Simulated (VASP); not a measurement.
# Sb (P6_3/mmc) in VASP: further runs

The runs below take Sb through single point, with revPBE, BLYP.

All numbers are computed with VASP 6.6.1; they aren't measurements. Logs are shortened: lines on timing, memory, paths and dates and some standing lists are left out, and cuts for length are marked.

## (1) The cell of the first run

The structure is hexagonal, space group P6_3/mmc (No. 194). The conventional cell has a = 3.462 Å, b = 3.462 Å, c = 5.352 Å, α = 90.00°, β = 90.00°, γ = 120.00°. Within 4.4 Å of Sb (site symmetry -6m2) lie 12 Sb at 3.34 to 3.46 Å.

## (2) Single point, revPBE

Input file INCAR:

```
SYSTEM = Sb
ALGO = Normal
EDIFF = 1E-6
ENCUT = 520
GGA = RE
ISIF = 2
ISMEAR = -1
LASPH = .True.
LCHARG = .False.
LREAL = .False.
LWAVE = .False.
NBANDS = 12
NELM = 80
PREC = Accurate
SIGMA = 0.05
```

Input file KPOINTS:

```
k-points
0
Gamma
  9 9 5
  0 0 0
```

Input file POSCAR:

```
Sb
1.0
    3.4619289755      0.0000000000      0.0000000000
   -1.7309644878      2.9981184389      0.0000000000
    0.0000000000      0.0000000000      5.3515111508
Sb
2
Direct
    0.6666666667      0.3333333333      0.7500000000
    0.3333333333      0.6666666667      0.2500000000
```

Potentials or basis: VASP PAW PBE potentials, release 64 (Sb).

Command:

```sh
> cat potpaw_PBE.64/Sb/POTCAR > POTCAR
> mpirun -np 1 vasp_std > vasp.out
```

OUTCAR:

```text
SYSTEM = Sb
   EDIFF = 1E-6
   ENCUT = 520
   GGA = RE
   ISIF = 2
   ISMEAR = -1
   LASPH = .True.
   LREAL = .False.
   NELM = 80
   PREC = Accurate

 ion  position               nearest neighbor table
   1  0.667  0.333  0.750-   2 3.34   2 3.34   2 3.34   2 3.34   2 3.34   2 3.34
   2  0.333  0.667  0.250-   1 3.34   1 3.34   1 3.34   1 3.34   1 3.34   1 3.34

  LATTYP: Found a hexagonal cell.
 ALAT       =     3.4619289755
 C/A-ratio  =     1.5458177186

  Lattice vectors:

 A1 = (   3.4619289755,   0.0000000000,   0.0000000000)
 A2 = (  -1.7309644878,   2.9981184389,   0.0000000000)
 A3 = (   0.0000000000,   0.0000000000,   5.3515111508)

Analysis of symmetry for initial positions (statically):
=====================================================================
 Subroutine PRICEL returns:
 Original cell was already a primitive cell.

 Routine SETGRP: Setting up the symmetry group for a
 hexagonal supercell.

 Subroutine GETGRP returns: Found 24 space group operations
 (whereof 12 operations were pure point group operations)
 out of a pool of 24 trial point group operations.

The static configuration has the point symmetry D_3d.
 The point group associated with its full space group is D_6h.

Analysis of symmetry for dynamics (positions and initial velocities):
=====================================================================
 Subroutine PRICEL returns:
 Original cell was already a primitive cell.

 Routine SETGRP: Setting up the symmetry group for a
 hexagonal supercell.

 Subroutine GETGRP returns: Found 24 space group operations
 (whereof 12 operations were pure point group operations)
 out of a pool of 24 trial point group operations.

The dynamic configuration has the point symmetry D_3d.
 The point group associated with its full space group is D_6h.

 Subroutine INISYM returns: Found 24 space group operations
 (whereof 12 operations are pure point group operations),
 and found     1 'primitive' translations

----------------------------------------------------------------------------------------

                                     Primitive cell

  volume of cell :      55.5448

  direct lattice vectors                    reciprocal lattice vectors
     3.461928975  0.000000000  0.000000000     0.288856302  0.166771263  0.000000000
    -1.730964488  2.998118439  0.000000000     0.000000000  0.333542527  0.000000000
     0.000000000  0.000000000  5.351511151     0.000000000  0.000000000  0.186863107

  length of vectors
     3.461928975  3.461928976  5.351511151     0.333542527  0.333542527  0.186863107

  position of ions in fractional coordinates (direct lattice)
     0.666666667  0.333333333  0.750000000
     0.333333333  0.666666667  0.250000000

  ion indices of the primitive-cell ions
   primitive index   ion index
                 1           1
                 2           2

----------------------------------------------------------------------------------------

 KPOINTS: k-points

Automatic generation of k-mesh.
 Grid dimensions read from file:
 generate k-points for:    9    9    5

 Generating k-lattice:

  Cartesian coordinates                     Fractional coordinates (reciprocal lattice)
     0.032095145  0.018530140  0.000000000     0.111111111 -0.000000000  0.000000000
     0.000000000  0.037060281  0.000000000     0.000000000  0.111111111  0.000000000
     0.000000000  0.000000000  0.037372621     0.000000000  0.000000000  0.200000000

  Length of vectors
     0.037060281  0.037060281  0.037372621

  Shift w.r.t. Gamma in fractional coordinates (k-lattice)
     0.000000000  0.000000000  0.000000000

 Subroutine IBZKPT returns following result:
 ===========================================

 Found     36 irreducible k-points:

 Following reciprocal coordinates:
            Coordinates               Weight
  0.000000  0.000000  0.000000      1.000000
  0.111111  0.000000  0.000000      6.000000
  0.222222  0.000000  0.000000      6.000000
  0.333333  0.000000  0.000000      6.000000
  0.444444  0.000000  0.000000      6.000000
  0.111111  0.111111  0.000000      6.000000
[... 16 lines left out ...]
  0.333333  0.222222  0.200000     24.000000
  0.333333  0.333333  0.200000      4.000000
 [... further k-points ...]
   k-points           NKPTS =     36   k-points in BZ     NKDIM =     36   number of bands    NBANDS=     12
   number of dos      NEDOS =    301   number of ions     NIONS =      2
   total plane-waves  NPLWV =  31360
   dimension x,y,z NGX =    28 NGY =   28 NGZ =   40
   dimension x,y,z NGXF=    56 NGYF=   56 NGZF=   80
   ions per type =               2
   NGX,Y,Z   is equivalent  to a cutoff of  13.45, 13.45, 12.43 a.u.
   NGXF,Y,Z  is equivalent  to a cutoff of  26.89, 26.89, 24.85 a.u.
 SYSTEM =  Sb
   PREC   = accura    normal or accurate (medium, high low for compatibility)
   ISTART =      0    job   : 0-new  1-cont  2-samecut
   ICHARG =      2    charge: 1-file 2-atom 10-const
   ISPIN  =      1    spin polarized calculation?
   LNONCOLLINEAR =      F non collinear calculations
   LSORBIT =      F    spin-orbit coupling
   LASPH  =      T    aspherical Exc in radial PAW
   ENCUT  =  520.0 eV  38.22 Ry    6.18 a.u.   6.44  6.44  9.95*2*pi/ulx,y,z
   NELM   =     80;   NELMIN=  2; NELMDL= -5     # of ELM steps
   EDIFF  = 0.1E-05   stopping-criterion for ELM
   LREAL  =      F    real-space projection
   EDIFFG = 0.1E-04   stopping-criterion for IOM
   NSW    =      0    number of steps for IOM
   IBRION =     -1    ionic relax: 0-MD 1-quasi-New 2-CG
   NFREE  =      0    steps in history (QN), initial steepest desc. (CG)
   ISIF   =      2    stress and relaxation
   ISYM   =      2    0-nonsym 1-usesym 2-fastsym
   POTIM  = 0.5000    time-step for ionic-motion
   TEBEG  =    0.0;   TEEND  =   0.0 temperature during run
   PSTRESS=    0.0 pullay stress
   NELECT =      10.0000    total number of electrons
   NUPDOWN=      -1.0000    fix difference up-down
   EMIN   =  10.00;   EMAX   =-10.00  energy-range for DOS
   EFERMI =   0.00;   METHOD = LEGACY
   ISMEAR =    -1;   SIGMA  =   0.05  broadening in eV -4-tet -1-fermi 0-gaus
   EFERMI_NEDOS =   21; number of points for ismear=-14 and -15
   IALGO  =     38    algorithm
   IMIX   =      4    mixing-type and parameters
     AMIX     =   0.40;   BMIX     =  1.00
     AMIX_MAG =   1.60;   BMIX_MAG =  1.00
  volume/ion in A,a.u.               =      27.77       187.42
  Fermi-wavevector in a.u.,A,eV,Ry     =   0.924401  1.746864 11.626411  0.854517
  Thomas-Fermi vector in A             =   2.050143
   LORBIT       =      0    0 simple, 1 ext, 2 COOP (PROOUT), +10 PAW based schemes
   GGA     = RE    functional components
   LHFCALC =     F    Hartree Fock is set to
   AEXX    =    0.0000 exact exchange contribution
   IVDW    =     0    specifies the selected vdW correction
   LEPSILON=     F    determine dielectric tensor
   LRPA    =     F    only Hartree local field effects (RPA)
 non-spin polarized calculation
  energy-cutoff  :      520.00
  volume of cell :       55.54
 maximum number of plane-waves:      1513
 NGX is ok and might be reduce to    28
   NGX = 13   NGY = 13   NGZ = 19

 number of electron      10.0000000 magnetization

 Free energy of the ion-electron system (eV)
  ---------------------------------------------------
  ext. energy  EPLUGINS =         0.00000000
  ---------------------------------------------------
  free energy    TOTEN  =        -7.07975475 eV

  energy without entropy =       -7.06817824  energy(sigma->0) =       -7.07396649

 E-fermi :   8.2070     XC(G=0): -10.0667

 val. band max:        8.1323711619   @ k =   0.2222   0.1111   0.4000
 cond. band min:       8.2115745414   @ k =   0.4444   0.0000   0.0000
 fundamental gap:      0.0792033795
 Fermi energy:         8.2069915445

 k-point     1 :       0.0000    0.0000    0.0000
  band No.  band energies     occupation
      1      -4.4915      2.00000
      2      -0.3846      2.00000
      3       2.6691      2.00000
      4      11.0556      0.00000
      5      11.0556      0.00000
      6      12.8233      0.00000
      7      12.8233      0.00000
      8      14.0690      0.00000
      9      15.0514      0.00000
     10      16.7754      0.00000
     11      17.7389      0.00000
     12      17.7389      0.00000

 k-point     2 :       0.1111    0.0000    0.0000
  band No.  band energies     occupation
      1      -4.2904      2.00000
      2      -0.2226      2.00000
      3       2.8805      2.00000
      4       9.3508      0.00000
      5      10.4148      0.00000
      6      11.8577      0.00000
      7      12.9823      0.00000
      8      13.5939      0.00000
      9      15.4422      0.00000
     10      16.6640      0.00000
     11      17.8754      0.00000
     12      18.0945      0.00000

 k-point     3 :       0.2222    0.0000    0.0000
  band No.  band energies     occupation
      1      -3.6937      2.00000
      2       0.2198      2.00000
      3       3.5047      2.00000
      4       6.7543      2.00000
      5       9.4114      0.00000
      6       9.8749      0.00000
      7      12.1365      0.00000
      8      12.6871      0.00000
      9      13.8938      0.00000
     10      16.7982      0.00000
     11      17.5639      0.00000
     12      17.8904      0.00000
[... 286 lines left out ...]
 k-point    23 :       0.3333    0.2222    0.2000
  band No.  band energies     occupation
      1      -0.8853      2.00000
      2       0.4155      2.00000
      3       3.9311      2.00000
      4       4.9072      2.00000
      5       5.8121      2.00000
      6       7.6998      1.99992
      7       8.2421      0.66272
      8       9.9254      0.00000
      9      13.6146      0.00000
     10      16.6940      0.00000
     11      18.0940      0.00000
     12      19.2429      0.00000

 k-point    24 :       0.3333    0.3333    0.2000
  band No.  band energies     occupation
      1      -0.0174      2.00000
      2      -0.0174      2.00000
      3       4.0342      2.00000
      4       5.0617      2.00000
      5       5.0617      2.00000
      6       6.8720      2.00000
      7       9.0597      0.00000
      8       9.0597      0.00000
      9      12.9584      0.00000
     10      18.8585      0.00000
     11      18.8585      0.00000
     12      19.5215      0.00000

 [... further k-points ...]
[... 5 lines left out ...]
  --------------------------------------------------------------------------------------
  -------------------------------------------------------------------------------------
  Total       -0.0527697     -0.0527697     -0.0572878      0.0000000      0.0000000      0.0000000
  in kB       -1.5221298     -1.5221298     -1.6524533      0.0000000      0.0000000      0.0000000
  external PRESSURE =      -1.5655710 kB  Pullay stress =       0.0000000 kB

 VOLUME and BASIS-vectors are now :
 -----------------------------------------------------------------------------
  energy-cutoff  :      520.00
  volume of cell :       55.54
      direct lattice vectors                 reciprocal lattice vectors
     3.461928975  0.000000000  0.000000000     0.288856302  0.166771263  0.000000000
    -1.730964488  2.998118439  0.000000000     0.000000000  0.333542527  0.000000000
     0.000000000  0.000000000  5.351511151     0.000000000  0.000000000  0.186863107

 POSITION                                       TOTAL-FORCE (eV/Angst)
 -----------------------------------------------------------------------------------
      1.73096      0.99937      4.01363        -0.000000      0.000000      0.000000
     -0.00000      1.99875      1.33788         0.000000     -0.000000      0.000000
 -----------------------------------------------------------------------------------
    total drift:                                0.000000     -0.000000      0.000000

  FREE ENERGIE OF THE ION-ELECTRON SYSTEM (eV)
  ---------------------------------------------------
  free  energy   TOTEN  =        -7.0797547465 eV

  energy  without entropy=       -7.0681782371  energy(sigma->0) =       -7.07396649
```

It took 11 s on 1 thread of Intel Xeon 6975P-C, shared host; peak memory 0.18 GiB.

What came out:

| Property | Result |
| --- | --- |
| Free energy | -7.0798 eV |
| Pressure | -0.2 GPa |
| Band gap on the k mesh | zero (band 5 reaches 11.65 eV, above the bottom of band 6 at 5.67 eV) |

Caveat: the PAW data sets were made with another functional, which shifts forces and pressure a little; spin-orbit coupling is left out, which moves the levels of the heavy elements.

## (3) Single point, BLYP

This run uses another cell than the first one, of 33.14 Å³/atom, 1.193 times its volume.

Input file INCAR:

```
  PREC = Accurate
  ENCUT = 520
  EDIFF = 1E-7
  ISMEAR = -1
  SIGMA = 0.05
  LREAL = False
  LASPH = True
  NELM = 60
  ALGO = Normal
  ISIF = 2
  LWAVE = False
  LCHARG = False
  GGA = B5
  ALDAX = 1.0
  AGGAX = 1.0
  AGGAC = 1.0
  ALDAC = 0.0
  NBANDS = 12
```

Input file KPOINTS:

```
regular mesh
0
Gamma
  9 9 5
```

Input file POSCAR:

```
Sb
1.0
    4.2934824413      0.0000000000      0.0000000000
   -2.1467412206      3.7182648648      0.0000000000
    0.0000000000      0.0000000000      4.1521000165
Sb
2
Direct
    0.6666666667      0.3333333333      0.7500000000
    0.3333333333      0.6666666667      0.2500000000
```

Potentials or basis: VASP PAW PBE potentials, release 64 (Sb).

Command:

```sh
> cat potpaw_PBE.64/Sb/POTCAR > POTCAR
> mpirun -np 1 vasp_std > vasp.out
```

Wall time 20 s (1 thread of Intel Xeon 6975P-C, shared host); peak memory 0.18 GiB.

Results (log left out):

```yaml
Free_energy: -6.4449 eV
Pressure: 0.1 GPa
Band_gap_on_the_k_mesh: zero (band 5 reaches 6.71 eV, above the bottom of band 6 at 5.53 eV)
```

Stress tensor (GPa, compression positive):
```
0.11 0.00 0.00
0.00 0.11 0.00
0.00 0.00 0.19
```

Levels at points of the mesh, in eV from the Fermi level:
| k point | band 1 | band 2 | band 3 | band 4 | band 5 | band 6 | band 7 | band 8 | band 9 | band 10 |
| --- | --- | --- | --- | --- | --- | --- | --- | --- | --- | --- |
| (0.00, 0.00, 0.00) | -11.66 | -5.62 | -2.30 | -1.07 | -1.07 | 1.94 | 1.94 | 3.81 | 5.03 | 6.11 |

Caveat: the PAW data sets were made with another functional, which shifts forces and pressure a little; spin-orbit coupling is left out, which moves the levels of the heavy elements.
